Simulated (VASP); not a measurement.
# Ba4Er (Fd-3m) in VASP: notebook

Ba4Er is run at these levels: PBE; tasks: single point.

All numbers are computed with VASP 6.6.1; they aren't measurements. Logs are shortened: lines on timing, memory, paths and dates and some standing lists are left out, and cuts for length are marked.

## Step 1: The cell of the first run

It takes space group Fd-3m (No. 227, cubic). Conventional cell: a = 13.202 Å, b = 13.202 Å, c = 13.202 Å, α = 90.00°, β = 90.00°, γ = 90.00°. Ba (site symmetry 3m) has 1 Er at 3.25 Å and 3 Ba at 4.03 Å within 4.3 Å. Er (site symmetry -43m) has 4 Ba at 3.25 Å within 4.3 Å.

The cell was generated, and may not be a known phase.

## Step 2: Single point, PBE

Input file INCAR:

```
SYSTEM = Ba4Er
PREC     = Accurate       ! precision mode
ENCUT    = 500            ! plane-wave cutoff, eV
EDIFF    = 1E-6           ! SCF threshold, eV
ISMEAR   = 0              ! smearing method
SIGMA    = 0.2            ! smearing width, eV
LREAL    = .FALSE.        ! projectors in reciprocal space
LASPH    = .TRUE.         ! aspherical terms in the spheres
NELM     = 200            ! most SCF steps
ALGO     = Normal         ! electronic algorithm
ISIF     = 2              ! what is computed and relaxed
LWAVE    = .FALSE.        ! write WAVECAR
LCHARG   = .FALSE.        ! write CHGCAR
GGA      = PE             ! functional
NBANDS   = 60             ! bands
GGA_COMPAT= .FALSE.      
LMAXMIX  = 6              ! l up to which the mixer works
```

Input file KPOINTS:

```
regular mesh
0
G
  3 3 3
  0 0 0
```

Input file POSCAR:

```
Ba4Er
1.0
    0.0000000000      6.6011774037      6.6011774037
    6.6011774037      0.0000000000      6.6011774037
    6.6011774037      6.6011774037      0.0000000000
Ba Er
8 2
Direct
    0.3921031327      0.3921031327      0.3921031327
    0.3921031327      0.3921031327      0.8236906020
    0.3921031327      0.8236906020      0.3921031327
    0.8578968673      0.8578968673      0.4263093980
    0.8578968673      0.8578968673      0.8578968673
    0.8236906020      0.3921031327      0.3921031327
    0.8578968673      0.4263093980      0.8578968673
    0.4263093980      0.8578968673      0.8578968673
    0.0000000000      0.0000000000      0.0000000000
    0.2500000000      0.2500000000      0.2500000000
```

Potentials or basis: VASP PAW PBE potentials, release 64 (Ba_sv, Er_3), 4f in core.

Run with:

```console
$ cat potpaw_PBE.64/Ba_sv/POTCAR potpaw_PBE.64/Er_3/POTCAR > POTCAR
$ mpirun -np 1 vasp_std > vasp.out
```

OUTCAR:

```text
SYSTEM = Ba4Er
   PREC = Accurate
   ENCUT = 500
   EDIFF = 1E-6
   ISMEAR = 0
   LREAL = .FALSE.
   LASPH = .TRUE.
   NELM = 200
   ISIF = 2
   GGA = PE

 ion  position               nearest neighbor table
   1  0.392  0.392  0.392-  10 3.25   3 4.03   6 4.03   2 4.03   7 4.69   8 4.69   4 4.69   8 4.69
                             4 4.69   7 4.69
   2  0.392  0.392  0.824-  10 3.25   3 4.03   6 4.03   1 4.03   8 4.69   7 4.69   5 4.69   5 4.69
                             8 4.69   7 4.69
   3  0.392  0.824  0.392-  10 3.25   2 4.03   6 4.03   1 4.03   8 4.69   4 4.69   5 4.69   5 4.69
                             4 4.69   8 4.69
   4  0.858  0.858  0.426-   9 3.25   7 4.03   8 4.03   5 4.03   6 4.69   3 4.69   1 4.69   1 4.69
                             3 4.69   6 4.69
   5  0.858  0.858  0.858-   9 3.25   7 4.03   8 4.03   4 4.03   3 4.69   6 4.69   2 4.69   3 4.69
                             2 4.69   6 4.69
   6  0.824  0.392  0.392-  10 3.25   2 4.03   3 4.03   1 4.03   7 4.69   4 4.69   5 4.69   5 4.69
                             4 4.69   7 4.69
   7  0.858  0.426  0.858-   9 3.25   5 4.03   8 4.03   4 4.03   2 4.69   6 4.69   1 4.69   1 4.69
                             2 4.69   6 4.69
   8  0.426  0.858  0.858-   9 3.25   5 4.03   7 4.03   4 4.03   2 4.69   3 4.69   1 4.69   1 4.69
                             2 4.69   3 4.69
   9  0.000  0.000  0.000-   4 3.25   7 3.25   8 3.25   5 3.25
  10  0.250  0.250  0.250-   2 3.25   3 3.25   6 3.25   1 3.25

  LATTYP: Found a face centered cubic cell.
 ALAT       =    13.2023548074

  Lattice vectors:

 A1 = (   0.0000000000,   6.6011774037,   6.6011774037)
 A2 = (   6.6011774037,   0.0000000000,   6.6011774037)
 A3 = (   6.6011774037,   6.6011774037,   0.0000000000)

Analysis of symmetry for initial positions (statically):
=====================================================================
 Subroutine PRICEL returns:
 Original cell was already a primitive cell.

 Routine SETGRP: Setting up the symmetry group for a
 face centered cubic supercell.

 Subroutine GETGRP returns: Found 48 space group operations
 (whereof 24 operations were pure point group operations)
 out of a pool of 48 trial point group operations.

The static configuration has the point symmetry T_d .
 The point group associated with its full space group is O_h .

Analysis of symmetry for dynamics (positions and initial velocities):
=====================================================================
 Subroutine PRICEL returns:
 Original cell was already a primitive cell.

 Routine SETGRP: Setting up the symmetry group for a
 face centered cubic supercell.

 Subroutine GETGRP returns: Found 48 space group operations
 (whereof 24 operations were pure point group operations)
 out of a pool of 48 trial point group operations.

The dynamic configuration has the point symmetry T_d .
 The point group associated with its full space group is O_h .

 Subroutine INISYM returns: Found 48 space group operations
 (whereof 24 operations are pure point group operations),
 and found     1 'primitive' translations

----------------------------------------------------------------------------------------

                                     Primitive cell

  volume of cell :     575.2998

  direct lattice vectors                    reciprocal lattice vectors
     0.000000000  6.601177404  6.601177404    -0.075744063  0.075744063  0.075744063
     6.601177404  0.000000000  6.601177404     0.075744063 -0.075744063  0.075744063
     6.601177404  6.601177404  0.000000000     0.075744063  0.075744063 -0.075744063

  length of vectors
     9.335474612  9.335474612  9.335474612     0.131192566  0.131192566  0.131192566

  position of ions in fractional coordinates (direct lattice)
     0.392103133  0.392103133  0.392103133
     0.392103133  0.392103133  0.823690602
     0.392103133  0.823690602  0.392103133
     0.857896867  0.857896867  0.426309398
     0.857896867  0.857896867  0.857896867
     0.823690602  0.392103133  0.392103133
     0.857896867  0.426309398  0.857896867
     0.426309398  0.857896867  0.857896867
     0.000000000  0.000000000  0.000000000
     0.250000000  0.250000000  0.250000000

  ion indices of the primitive-cell ions
   primitive index   ion index
                 1           1
                 2           2
                 3           3
                 4           4
                 5           5
                 6           6
                 7           7
                 8           8
                 9           9
                10          10

----------------------------------------------------------------------------------------

 KPOINTS: regular mesh

Automatic generation of k-mesh.
 Grid dimensions read from file:
 generate k-points for:    3    3    3

 Generating k-lattice:

  Cartesian coordinates                     Fractional coordinates (reciprocal lattice)
    -0.025248021  0.025248021  0.025248021     0.333333333  0.000000000  0.000000000
     0.025248021 -0.025248021  0.025248021     0.000000000  0.333333333  0.000000000
     0.025248021  0.025248021 -0.025248021     0.000000000  0.000000000  0.333333333

  Length of vectors
     0.043730855  0.043730855  0.043730855

  Shift w.r.t. Gamma in fractional coordinates (k-lattice)
     0.000000000  0.000000000  0.000000000

 Subroutine IBZKPT returns following result:
 ===========================================

 Found      4 irreducible k-points:

 Following reciprocal coordinates:
            Coordinates               Weight
  0.000000  0.000000  0.000000      1.000000
  0.333333  0.000000  0.000000      8.000000
  0.333333  0.333333  0.000000      6.000000
 -0.333333  0.333333  0.000000     12.000000
   k-points           NKPTS =      4   k-points in BZ     NKDIM =      4   number of bands    NBANDS=     60
   number of dos      NEDOS =    301   number of ions     NIONS =     10
   total plane-waves  NPLWV = 343000
   dimension x,y,z NGX =    70 NGY =   70 NGZ =   70
   dimension x,y,z NGXF=   140 NGYF=  140 NGZF=  140
   ions per type =               8   2
   NGX,Y,Z   is equivalent  to a cutoff of  12.47, 12.47, 12.47 a.u.
   NGXF,Y,Z  is equivalent  to a cutoff of  24.93, 24.93, 24.93 a.u.
 SYSTEM =  Ba4Er
   PREC   = accura    normal or accurate (medium, high low for compatibility)
   ISTART =      0    job   : 0-new  1-cont  2-samecut
   ICHARG =      2    charge: 1-file 2-atom 10-const
   ISPIN  =      1    spin polarized calculation?
   LNONCOLLINEAR =      F non collinear calculations
   LSORBIT =      F    spin-orbit coupling
   LASPH  =      T    aspherical Exc in radial PAW
   ENCUT  =  500.0 eV  36.75 Ry    6.06 a.u.  17.02 17.02 17.02*2*pi/ulx,y,z
   NELM   =    200;   NELMIN=  2; NELMDL= -5     # of ELM steps
   EDIFF  = 0.1E-05   stopping-criterion for ELM
   LREAL  =      F    real-space projection
   EDIFFG = 0.1E-04   stopping-criterion for IOM
   NSW    =      0    number of steps for IOM
   IBRION =     -1    ionic relax: 0-MD 1-quasi-New 2-CG
   NFREE  =      0    steps in history (QN), initial steepest desc. (CG)
   ISIF   =      2    stress and relaxation
   ISYM   =      2    0-nonsym 1-usesym 2-fastsym
   POTIM  = 0.5000    time-step for ionic-motion
   TEBEG  =    0.0;   TEEND  =   0.0 temperature during run
   PSTRESS=    0.0 pullay stress
   NELECT =      98.0000    total number of electrons
   NUPDOWN=      -1.0000    fix difference up-down
   EMIN   =  10.00;   EMAX   =-10.00  energy-range for DOS
   EFERMI =   0.00;   METHOD = LEGACY
   ISMEAR =     0;   SIGMA  =   0.20  broadening in eV -4-tet -1-fermi 0-gaus
   EFERMI_NEDOS =   21; number of points for ismear=-14 and -15
   IALGO  =     38    algorithm
   IMIX   =      4    mixing-type and parameters
     AMIX     =   0.40;   BMIX     =  1.00
     AMIX_MAG =   1.60;   BMIX_MAG =  1.00
  volume/ion in A,a.u.               =      57.53       388.23
  Fermi-wavevector in a.u.,A,eV,Ry     =   0.907511  1.714948 11.205446  0.823577
  Thomas-Fermi vector in A             =   2.031328
   LORBIT       =      0    0 simple, 1 ext, 2 COOP (PROOUT), +10 PAW based schemes
   GGA     = PE    functional components
   LHFCALC =     F    Hartree Fock is set to
   AEXX    =    0.0000 exact exchange contribution
   IVDW    =     0    specifies the selected vdW correction
   LEPSILON=     F    determine dielectric tensor
   LRPA    =     F    only Hartree local field effects (RPA)
 non-spin polarized calculation
 Gauss-broadening in eV      SIGMA  =   0.20
  energy-cutoff  :      500.00
  volume of cell :      575.30
 maximum number of plane-waves:     14611
 NGX is ok and might be reduce to    70
   NGX = 35   NGY = 35   NGZ = 35

 number of electron      97.9999995 magnetization

 Free energy of the ion-electron system (eV)
  ---------------------------------------------------
  ext. energy  EPLUGINS =         0.00000000
  ---------------------------------------------------
  free energy    TOTEN  =       -17.56300488 eV

  energy without entropy =      -16.99203389  energy(sigma->0) =      -17.27751939

 E-fermi :   1.4671     XC(G=0):  -7.5792

 val. band max:        1.4409788969   @ k =   0.3333   0.3333   0.0000
 cond. band min:       1.4998944008   @ k =  -0.3333   0.3333   0.0000
 fundamental gap:      0.0589155039
 Fermi energy:         1.4671099062

 k-point     1 :       0.0000    0.0000    0.0000
  band No.  band energies     occupation
      1     -27.1554      2.00000
      2     -27.1344      2.00000
      3     -27.1060      2.00000
      4     -27.1060      2.00000
      5     -27.1060      2.00000
      6     -27.0991      2.00000
[... 52 lines left out ...]
     59       2.7688      0.00000
     60       2.8110      0.00000

 k-point     2 :       0.3333    0.0000    0.0000
  band No.  band energies     occupation
      1     -27.1548      2.00000
      2     -27.1410      2.00000
      3     -27.1045      2.00000
      4     -27.1043      2.00000
      5     -27.1043      2.00000
      6     -27.1009      2.00000
[... 52 lines left out ...]
     59       2.6544      0.00000
     60       2.7761      0.00000

 k-point     3 :       0.3333    0.3333    0.0000
  band No.  band energies     occupation
      1     -27.1538      2.00000
      2     -27.1438      2.00000
      3     -27.1060      2.00000
      4     -27.1060      2.00000
      5     -27.1005      2.00000
      6     -27.0991      2.00000
[... 52 lines left out ...]
     59       2.5100      0.00000
     60       2.7877      0.00000

 k-point     4 :      -0.3333    0.3333    0.0000
  band No.  band energies     occupation
      1     -27.1523      2.00000
      2     -27.1471      2.00000
      3     -27.1043      2.00000
      4     -27.1041      2.00000
      5     -27.1035      2.00000
      6     -27.1008      2.00000
[... 52 lines left out ...]
     59       2.5865      0.00000
     60       2.7840      0.00000

------------------------ aborting loop because EDIFF is reached ----------------------------------------

  FORCE on cell =-STRESS in cart. coord.  units (eV):
  Direction    XX          YY          ZZ          XY          YZ          ZX
  --------------------------------------------------------------------------------------
  -------------------------------------------------------------------------------------
  Total        1.5398513      1.5398513      1.5398513      0.0000000      0.0000000      0.0000000
  in kB        4.2883987      4.2883987      4.2883987      0.0000000      0.0000000      0.0000000
  external PRESSURE =       4.2883987 kB  Pullay stress =       0.0000000 kB

 VOLUME and BASIS-vectors are now :
 -----------------------------------------------------------------------------
  energy-cutoff  :      500.00
  volume of cell :      575.30
      direct lattice vectors                 reciprocal lattice vectors
     0.000000000  6.601177404  6.601177404    -0.075744063  0.075744063  0.075744063
     6.601177404  0.000000000  6.601177404     0.075744063 -0.075744063  0.075744063
     6.601177404  6.601177404  0.000000000     0.075744063  0.075744063 -0.075744063

 POSITION                                       TOTAL-FORCE (eV/Angst)
 -----------------------------------------------------------------------------------
      5.17668      5.17668      5.17668         0.024994      0.024994      0.024994
      8.02567      8.02567      5.17668        -0.024994     -0.024994      0.024994
      8.02567      5.17668      8.02567        -0.024994      0.024994     -0.024994
      8.47727      8.47727     11.32626         0.024994      0.024994     -0.024994
     11.32626     11.32626     11.32626        -0.024994     -0.024994     -0.024994
      5.17668      8.02567      8.02567         0.024994     -0.024994     -0.024994
      8.47727     11.32626      8.47727         0.024994     -0.024994      0.024994
     11.32626      8.47727      8.47727        -0.024994      0.024994      0.024994
      0.00000      0.00000      0.00000        -0.000000     -0.000000     -0.000000
      3.30059      3.30059      3.30059        -0.000000     -0.000000     -0.000000
 -----------------------------------------------------------------------------------
    total drift:                                0.000000      0.000000     -0.000000

  FREE ENERGIE OF THE ION-ELECTRON SYSTEM (eV)
  ---------------------------------------------------
  free  energy   TOTEN  =       -17.5630048784 eV

  energy  without entropy=      -16.9920338923  energy(sigma->0) =      -17.27751939
```

Wall time 3.1 min (1 thread of AMD EPYC 9R45 (Zen 5), shared host); peak memory 0.68 GiB.

What came out:

```
Free energy            : -17.5630 eV
Pressure               : 0.4 GPa
Largest force          : 0.043 eV/Å
Band gap on the k mesh : zero (filled and empty bands overlap)
```

Forces on the atoms (eV/Å):
```
Ba   0.025  0.025  0.025
Ba  -0.025 -0.025  0.025
Ba  -0.025  0.025 -0.025
Ba   0.025  0.025 -0.025
Ba  -0.025 -0.025 -0.025
Ba   0.025 -0.025 -0.025
Ba   0.025 -0.025  0.025
Ba  -0.025  0.025  0.025
Er   0.000  0.000  0.000
Er   0.000  0.000  0.000
```

Levels at points of the mesh, in eV from the Fermi level:
| k point | band 45 | band 46 | band 47 | band 48 | band 49 | band 50 | band 51 | band 52 | band 53 | band 54 |
| --- | --- | --- | --- | --- | --- | --- | --- | --- | --- | --- |
| (0.00, 0.00, 0.00) | -0.55 | -0.55 | -0.46 | -0.25 | -0.25 | -0.04 | -0.04 | 0.62 | 0.62 | 0.62 |

Caveat: spin-orbit coupling is left out, which moves the levels of the heavy elements; the 4f electrons are frozen in the core, so they carry no moment and show no levels. Spin polarisation is off, so any magnetic state and its effect on volume and gap are missing.

## Step 3: Single point, PBE

This run uses another cell than the first one, of 60.67 Å³/atom.

Input file INCAR:

```
PREC = Accurate
ENCUT = 500
EDIFF = 1E-6
ISMEAR = 0
SIGMA = 0.2
LREAL = False
LASPH = True
NELM = 200
ALGO = Normal
ISIF = 2
LWAVE = False
LCHARG = False
GGA = PE
NBANDS = 60
GGA_COMPAT = False
LMAXMIX = 6
```

Input file KPOINTS:

```
regular mesh
0
Gamma
  3 3 3
```

Input file POSCAR:

```
Ba4Er
1.0
    0.0000000000      6.7193035794      6.7193035794
    6.7193035794      0.0000000000      6.7193035794
    6.7193035794      6.7193035794      0.0000000000
Ba Er
8 2
Direct
    0.1250000000      0.1250000000      0.1250000000
    0.1250000000      0.1250000000      0.6250000000
    0.1250000000      0.6250000000      0.1250000000
    0.6250000000      0.1250000000      0.1250000000
    0.6250000000      0.6250000000      0.6250000000
    0.6250000000      0.6250000000      0.1250000000
    0.6250000000      0.1250000000      0.6250000000
    0.1250000000      0.6250000000      0.6250000000
    0.0000000000      0.0000000000      0.0000000000
    0.2500000000      0.2500000000      0.2500000000
```

Potentials or basis: VASP PAW PBE potentials, release 64 (Ba_sv, Er_3), 4f in core.

Run with:

```console
$ cat potpaw_PBE.64/Ba_sv/POTCAR potpaw_PBE.64/Er_3/POTCAR > POTCAR
$ mpirun -np 1 vasp_std > vasp.out
```

Wall time 3.4 min (1 thread of AMD EPYC 9R45 (Zen 5), shared host); peak memory 0.64 GiB.

Results (log left out):

* Free energy: -16.6514 eV
* Pressure: 0.7 GPa
* Band gap on the k mesh: zero (bands 49 and 50 overlap by 0.05 eV)

Levels at points of the mesh, in eV from the Fermi level:
| k point | band 45 | band 46 | band 47 | band 48 | band 49 | band 50 | band 51 | band 52 | band 53 | band 54 |
| --- | --- | --- | --- | --- | --- | --- | --- | --- | --- | --- |
| (0.00, 0.00, 0.00) | -0.78 | -0.58 | -0.58 | -0.58 | 0.11 | 0.62 | 0.64 | 0.64 | 0.64 | 0.72 |

Caveat: spin-orbit coupling is left out, which moves the levels of the heavy elements; the 4f electrons are frozen in the core, so they carry no moment and show no levels.

The gap in the log of VASP goes by the Fermi energy; the results here count the filled bands.